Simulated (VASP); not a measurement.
# SiW3 (I4mm) in VASP: notebook

Runs on SiW3. Level: PBE. Tasks: single point.

Everything below comes from runs of VASP 6.6.1. Logs are shortened: lines on timing, memory, paths and dates and some standing lists are left out, and cuts for length are marked.

## (1) The cell of the first run

It takes space group I4mm (No. 107, tetragonal). The conventional cell has a = 5.208 Å, b = 5.208 Å, c = 5.208 Å, α = 90.00°, β = 90.00°, γ = 90.00°. Within 3.0 Å of Si (site symmetry 4mm) lie 6 W at 2.30 to 2.90 Å. Within 3.0 Å of W (site symmetry 4mm) lie 2 Si at 2.30 to 2.90 Å and 4 W at 2.62 Å. Within 3.5 Å of W (site symmetry 2mm) lie 2 Si at 2.60 Å and 6 W at 2.60 to 3.48 Å.

## (2) Single point, PBE (atom 2 (W) moved -0.300 Å towards its neighbour atom 1 (Si) at 2.604 Å)

INCAR

```
ALGO = Fast ; EDIFF = 1E-6
ENCUT = 520 ; GGA = PE
ISIF = 2 ; ISMEAR = 0
LASPH = T ; LCHARG = T
LELF = T ; LREAL = F
LVHAR = T ; LWAVE = F
NBANDS = 31 ; NELM = 80
PREC = Accurate ; SIGMA = 0.15
```

KPOINTS

```
k-points
0
Gamma
  14 14 14
```

POSCAR

```
SiW3
1.0
   -2.6037661906      2.6037661906      2.6037661906
    2.6037661906     -2.6037661906      2.6037661906
    2.6037661906      2.6037661906     -2.6037661906
Si W
1 3
Direct
    0.0000000000      0.0000000000      0.0000000000
    0.5576088593      0.5576088593      0.0000000000
    0.5000000000      0.0000000000      0.5000000000
    0.0000000000      0.5000000000      0.5000000000
```

Potentials or basis: VASP PAW PBE potentials, release 64 (Si, W_sv).

On the command line:

```console
$ cat potpaw_PBE.64/Si/POTCAR potpaw_PBE.64/W_sv/POTCAR > POTCAR
$ mpirun -np 1 vasp_std > vasp.out
```

OUTCAR:

```text
EDIFF = 1E-6
   ENCUT = 520
   GGA = PE
   ISIF = 2
   ISMEAR = 0
   LASPH = T
   LREAL = F
   NELM = 80
   PREC = Accurate

 ion  position               nearest neighbor table
   1  0.000  0.000  0.000-   2 2.30   3 2.60   4 2.60   4 2.60   3 2.60   2 2.90
   2  0.558  0.558  0.000-   1 2.30   3 2.62   4 2.62   3 2.62   4 2.62   1 2.90   4 3.48   4 3.48
                             3 3.48   3 3.48
   3  0.500  0.000  0.500-   1 2.60   4 2.60   1 2.60   4 2.60   2 2.62   2 2.62   2 3.48   2 3.48

   4  0.000  0.500  0.500-   1 2.60   3 2.60   1 2.60   3 2.60   2 2.62   2 2.62   2 3.48   2 3.48

  LATTYP: Found a body centered cubic cell.
 ALAT       =     5.2075323812

  Lattice vectors:

 A1 = (  -2.6037661906,   2.6037661906,   2.6037661906)
 A2 = (   2.6037661906,  -2.6037661906,   2.6037661906)
 A3 = (   2.6037661906,   2.6037661906,  -2.6037661906)

Analysis of symmetry for initial positions (statically):
=====================================================================
 Subroutine PRICEL returns:
 Original cell was already a primitive cell.

 Routine SETGRP: Setting up the symmetry group for a
 body centered cubic supercell.

 Subroutine GETGRP returns: Found  8 space group operations
 (whereof  8 operations were pure point group operations)
 out of a pool of 48 trial point group operations.

The static configuration has the point symmetry C_4v.

Analysis of symmetry for dynamics (positions and initial velocities):
=====================================================================
 Subroutine PRICEL returns:
 Original cell was already a primitive cell.

 Routine SETGRP: Setting up the symmetry group for a
 body centered cubic supercell.

 Subroutine GETGRP returns: Found  8 space group operations
 (whereof  8 operations were pure point group operations)
 out of a pool of 48 trial point group operations.

The dynamic configuration has the point symmetry C_4v.

 Subroutine INISYM returns: Found  8 space group operations
 (whereof  8 operations are pure point group operations),
 and found     1 'primitive' translations

----------------------------------------------------------------------------------------

                                     Primitive cell

  volume of cell :      70.6100

  direct lattice vectors                    reciprocal lattice vectors
    -2.603766191  2.603766191  2.603766191     0.000000000  0.192029531  0.192029531
     2.603766191 -2.603766191  2.603766191     0.192029531  0.000000000  0.192029531
     2.603766191  2.603766191 -2.603766191     0.192029531  0.192029531  0.000000000

  length of vectors
     4.509855333  4.509855333  4.509855333     0.271570767  0.271570767  0.271570767

  position of ions in fractional coordinates (direct lattice)
     0.000000000  0.000000000  0.000000000
     0.557608859  0.557608859  0.000000000
     0.500000000  0.000000000  0.500000000
     0.000000000  0.500000000  0.500000000

  ion indices of the primitive-cell ions
   primitive index   ion index
                 1           1
                 2           2
                 3           3
                 4           4

----------------------------------------------------------------------------------------

 KPOINTS: k-points

Automatic generation of k-mesh.
 Grid dimensions read from file:
 generate k-points for:   14   14   14

 Generating k-lattice:

  Cartesian coordinates                     Fractional coordinates (reciprocal lattice)
     0.000000000  0.013716395  0.013716395     0.071428571  0.000000000  0.000000000
     0.013716395  0.000000000  0.013716395     0.000000000  0.071428571  0.000000000
     0.013716395  0.013716395  0.000000000     0.000000000  0.000000000  0.071428571

  Length of vectors
     0.019397912  0.019397912  0.019397912

  Shift w.r.t. Gamma in fractional coordinates (k-lattice)
     0.000000000  0.000000000  0.000000000

 Subroutine IBZKPT returns following result:
 ===========================================

 Found    244 irreducible k-points:

 Following reciprocal coordinates:
            Coordinates               Weight
  0.000000  0.000000  0.000000      1.000000
  0.071429  0.000000  0.000000      8.000000
  0.000000  0.000000  0.071429      4.000000
  0.142857  0.000000  0.000000      8.000000
  0.000000  0.000000  0.142857      4.000000
  0.214286  0.000000  0.000000      8.000000
[... 16 lines left out ...]
  0.071429 -0.000000  0.214286     16.000000
  0.285714  0.071429  0.000000     16.000000
 [... further k-points ...]
   k-points           NKPTS =    244   k-points in BZ     NKDIM =    244   number of bands    NBANDS=     31
   number of dos      NEDOS =    301   number of ions     NIONS =      4
   total plane-waves  NPLWV =  46656
   dimension x,y,z NGX =    36 NGY =   36 NGZ =   36
   dimension x,y,z NGXF=    72 NGYF=   72 NGZF=   72
   ions per type =               1   3
   NGX,Y,Z   is equivalent  to a cutoff of  13.27, 13.27, 13.27 a.u.
   NGXF,Y,Z  is equivalent  to a cutoff of  26.54, 26.54, 26.54 a.u.
 SYSTEM =  unknown system
   PREC   = accura    normal or accurate (medium, high low for compatibility)
   ISTART =      0    job   : 0-new  1-cont  2-samecut
   ICHARG =      2    charge: 1-file 2-atom 10-const
   ISPIN  =      1    spin polarized calculation?
   LNONCOLLINEAR =      F non collinear calculations
   LSORBIT =      F    spin-orbit coupling
   LASPH  =      T    aspherical Exc in radial PAW
   ENCUT  =  520.0 eV  38.22 Ry    6.18 a.u.   8.39  8.39  8.39*2*pi/ulx,y,z
   NELM   =     80;   NELMIN=  2; NELMDL= -5     # of ELM steps
   EDIFF  = 0.1E-05   stopping-criterion for ELM
   LREAL  =      F    real-space projection
   EDIFFG = 0.1E-04   stopping-criterion for IOM
   NSW    =      0    number of steps for IOM
   IBRION =     -1    ionic relax: 0-MD 1-quasi-New 2-CG
   NFREE  =      0    steps in history (QN), initial steepest desc. (CG)
   ISIF   =      2    stress and relaxation
   ISYM   =      2    0-nonsym 1-usesym 2-fastsym
   POTIM  = 0.5000    time-step for ionic-motion
   TEBEG  =    0.0;   TEEND  =   0.0 temperature during run
   PSTRESS=    0.0 pullay stress
   NELECT =      46.0000    total number of electrons
   NUPDOWN=      -1.0000    fix difference up-down
   EMIN   =  10.00;   EMAX   =-10.00  energy-range for DOS
   EFERMI =   0.00;   METHOD = LEGACY
   ISMEAR =     0;   SIGMA  =   0.15  broadening in eV -4-tet -1-fermi 0-gaus
   EFERMI_NEDOS =   21; number of points for ismear=-14 and -15
   IALGO  =     68    algorithm
   IMIX   =      4    mixing-type and parameters
     AMIX     =   0.40;   BMIX     =  1.00
     AMIX_MAG =   1.60;   BMIX_MAG =  1.00
  volume/ion in A,a.u.               =      17.65       119.12
  Fermi-wavevector in a.u.,A,eV,Ry     =   1.419184  2.681869 27.403277  2.014084
  Thomas-Fermi vector in A             =   2.540231
   LORBIT       =      0    0 simple, 1 ext, 2 COOP (PROOUT), +10 PAW based schemes
   GGA     = PE    functional components
   LHFCALC =     F    Hartree Fock is set to
   AEXX    =    0.0000 exact exchange contribution
   IVDW    =     0    specifies the selected vdW correction
   LEPSILON=     F    determine dielectric tensor
   LRPA    =     F    only Hartree local field effects (RPA)
 non-spin polarized calculation
 RMM-DIIS sequential band-by-band and
 Gauss-broadening in eV      SIGMA  =   0.15
  energy-cutoff  :      520.00
  volume of cell :       70.61
 maximum number of plane-waves:      1926
 NGX is ok and might be reduce to    36
   NGX = 17   NGY = 17   NGZ = 17

 number of electron      46.0000005 magnetization

 Free energy of the ion-electron system (eV)
  ---------------------------------------------------
  ext. energy  EPLUGINS =         0.00000000
  ---------------------------------------------------
  free energy    TOTEN  =       -38.93301825 eV

  energy without entropy =      -38.88652795  energy(sigma->0) =      -38.90977310

 E-fermi :   9.0717     XC(G=0): -12.2511

 val. band max:        9.0682227629   @ k =   0.4286   0.5000   0.5000
 cond. band min:       9.0738050457   @ k =   0.5000   0.5000   0.5000
 fundamental gap:      0.0055822828
 Fermi energy:         9.0717121639

 k-point     1 :       0.0000    0.0000    0.0000
  band No.  band energies     occupation
      1     -64.8995      2.00000
      2     -64.7657      2.00000
      3     -64.6577      2.00000
      4     -29.6887      2.00000
      5     -29.6016      2.00000
      6     -29.6016      2.00000
[... 23 lines left out ...]
     30      12.8024      0.00000
     31      14.1518      0.00000

 k-point     2 :       0.0714    0.0000    0.0000
  band No.  band energies     occupation
      1     -64.8977      2.00000
      2     -64.7672      2.00000
      3     -64.6582      2.00000
      4     -29.6743      2.00000
      5     -29.6020      2.00000
      6     -29.5865      2.00000
[... 23 lines left out ...]
     30      12.7240      0.00000
     31      14.0146      0.00000

 k-point     3 :       0.0000    0.0000    0.0714
  band No.  band energies     occupation
      1     -64.8984      2.00000
      2     -64.7658      2.00000
      3     -64.6589      2.00000
      4     -29.6908      2.00000
      5     -29.5885      2.00000
      6     -29.5851      2.00000
[... 23 lines left out ...]
     30      12.6537      0.00000
     31      14.3566      0.00000

 k-point     4 :       0.1429    0.0000    0.0000
  band No.  band energies     occupation
      1     -64.8924      2.00000
      2     -64.7713      2.00000
      3     -64.6594      2.00000
      4     -29.6316      2.00000
      5     -29.6028      2.00000
      6     -29.5420      2.00000
[... 23 lines left out ...]
     30      12.5529      0.00000
     31      13.5628      0.00000

 k-point     5 :       0.0000    0.0000    0.1429
  band No.  band energies     occupation
      1     -64.8952      2.00000
      2     -64.7659      2.00000
      3     -64.6620      2.00000
      4     -29.6949      2.00000
      5     -29.5497      2.00000
      6     -29.5386      2.00000
[... 23 lines left out ...]
     30      12.4040      0.00000
     31      14.0151      0.00000
[... 542 lines left out ...]
     30      12.3139      0.00000
     31      12.8718      0.00000

 k-point    22 :       0.0000    0.2143    0.0714
  band No.  band energies     occupation
      1     -64.8802      2.00000
      2     -64.7791      2.00000
      3     -64.6640      2.00000
      4     -29.5939      2.00000
      5     -29.5588      2.00000
      6     -29.3843      2.00000
[... 23 lines left out ...]
     30      12.5097      0.00000
     31      12.9197      0.00000

 k-point    23 :       0.0714   -0.0000    0.2143
  band No.  band energies     occupation
      1     -64.8863      2.00000
      2     -64.7678      2.00000
      3     -64.6691      2.00000
      4     -29.6848      2.00000
      5     -29.4807      2.00000
      6     -29.3857      2.00000
[... 23 lines left out ...]
     30      12.6406      0.00000
     31      12.9927      0.00000

 k-point    24 :       0.2857    0.0714    0.0000
  band No.  band energies     occupation
      1     -64.8629      2.00000
      2     -64.7977      2.00000
      3     -64.6629      2.00000
      4     -29.5923      2.00000
      5     -29.4057      2.00000
      6     -29.3230      2.00000
[... 23 lines left out ...]
     30      12.2414      0.00000
     31      12.6571      0.00000

 [... further k-points ...]
[... 5 lines left out ...]
  --------------------------------------------------------------------------------------
  -------------------------------------------------------------------------------------
  Total       -1.3457358     -1.3457358      5.9355799      0.0000000      0.0000000     -0.0000000
  in kB      -30.5354583    -30.5354583    134.6814532      0.0000000      0.0000000     -0.0000000
  external PRESSURE =      24.5368455 kB  Pullay stress =       0.0000000 kB

 VOLUME and BASIS-vectors are now :
 -----------------------------------------------------------------------------
  energy-cutoff  :      520.00
  volume of cell :       70.61
      direct lattice vectors                 reciprocal lattice vectors
    -2.603766191  2.603766191  2.603766191     0.000000000  0.192029531  0.192029531
     2.603766191 -2.603766191  2.603766191     0.192029531  0.000000000  0.192029531
     2.603766191  2.603766191 -2.603766191     0.192029531  0.192029531  0.000000000

 POSITION                                       TOTAL-FORCE (eV/Angst)
 -----------------------------------------------------------------------------------
      0.00000      0.00000      0.00000         0.000000      0.000000      3.139819
      0.00000      0.00000      2.90377         0.000000      0.000000     -0.405818
      0.00000      2.60377      0.00000        -0.000000     -0.000000     -1.367001
      2.60377      0.00000      0.00000         0.000000      0.000000     -1.367001
 -----------------------------------------------------------------------------------
    total drift:                               -0.000000     -0.000000      0.000112

  FREE ENERGIE OF THE ION-ELECTRON SYSTEM (eV)
  ---------------------------------------------------
  free  energy   TOTEN  =       -38.9330182459 eV

  energy  without entropy=      -38.8865279480  energy(sigma->0) =      -38.90977310
```

Run time: 11 min. Hardware: 1 thread of Intel Xeon Platinum 8259CL at 2.50GHz (Skylake/Cascade Lake), shared host; peak memory 0.52 GiB.

What came out:

```
Free energy            : -38.9330 eV
Pressure               : 2.5 GPa
Largest force          : 3.140 eV/Å
Band gap on the k mesh : zero (bands 23 and 24 overlap by 1.45 eV)
```

Forces in eV/Å, atoms in the order of the input:
```
Si   0.000  0.000  3.140
W    0.000  0.000 -0.406
W    0.000  0.000 -1.367
W    0.000  0.000 -1.367
```

Caveat: the cell differs from its parent crystal (atom 2 (W) moved -0.300 Å towards its neighbour atom 1 (Si) at 2.604 Å); the stress differs along the axes, from -3 to 13 GPa; spin-orbit coupling is left out, which moves the levels of the heavy elements; forces of over 1 eV/Å act on the atoms, so gaps and moduli don't describe the material at rest.

## (3) Single point, PBE (atom 2 (W) moved +0.200 Å towards its neighbour atom 1 (Si) at 2.604 Å)

INCAR

```
SYSTEM = SiW3
ALGO = Fast
EDIFF = 1E-6
ENCUT = 520
GGA = PE
ISIF = 2
ISMEAR = 0
LASPH = .TRUE.
LCHARG = .FALSE.
LREAL = .FALSE.
LWAVE = .FALSE.
NBANDS = 31
NELM = 60
PREC = Accurate
SIGMA = 0.15
```

KPOINTS

```
k-points
0
G
  14 14 14
  0 0 0
```

Changes to POSCAR since step 2:

```diff
@@ -9,3 +9,3 @@
     0.0000000000      0.0000000000      0.0000000000
-    0.5576088593      0.5576088593      0.0000000000
+    0.4615940938      0.4615940938      0.0000000000
     0.5000000000      0.0000000000      0.5000000000
```

Potentials or basis: VASP PAW PBE potentials, release 64 (Si, W_sv).

On the command line:

```console
$ cat potpaw_PBE.64/Si/POTCAR potpaw_PBE.64/W_sv/POTCAR > POTCAR
$ mpirun -np 1 vasp_std > vasp.out
```

It took 9.8 min on 1 thread of Intel Xeon Platinum 8259CL at 2.50GHz (Skylake/Cascade Lake), shared host; peak memory 0.52 GiB.

It converged, with:

```yaml
Free_energy: -38.9400 eV
Pressure: 1.3 GPa
Largest_force: 1.836 eV/Å
Band_gap_on_the_k_mesh: zero (bands 23 and 24 overlap by 1.49 eV)
```

Forces in eV/Å, atoms in the order of the input:
```
Si   0.000  0.000 -1.836
W    0.000  0.000 -0.123
W    0.000  0.000  0.980
W    0.000  0.000  0.980
```

Stress tensor (GPa, compression positive):
```
-1.07  0.00  0.00
 0.00 -1.07  0.00
 0.00  0.00  6.11
```

Levels at points of the mesh, in eV from the Fermi level:
```
           k point  band 20  band 21  band 22  band 23  band 24  band 25  band 26  band 27
(0.00, 0.00, 0.00)    -0.47    -0.47    -0.34     0.43     0.45     1.96     2.03     2.03
(0.50, 0.00, 0.00)    -1.71    -1.27    -0.75    -0.44    -0.17     0.05     1.01     1.80
(0.00, 0.00, 0.50)    -1.75    -1.08    -0.85    -0.31    -0.13     0.41     0.90     1.30
(0.50, 0.50, 0.50)    -2.69    -2.68    -2.68    -0.05     0.01     1.16     1.16     1.16
```

Caveat: the cell differs from its parent crystal (atom 2 (W) moved +0.200 Å towards its neighbour atom 1 (Si) at 2.604 Å); the stress differs along the axes, from -1 to 6 GPa; spin-orbit coupling is left out, which moves the levels of the heavy elements; forces of over 1 eV/Å act on the atoms, so gaps and moduli don't describe the material at rest.
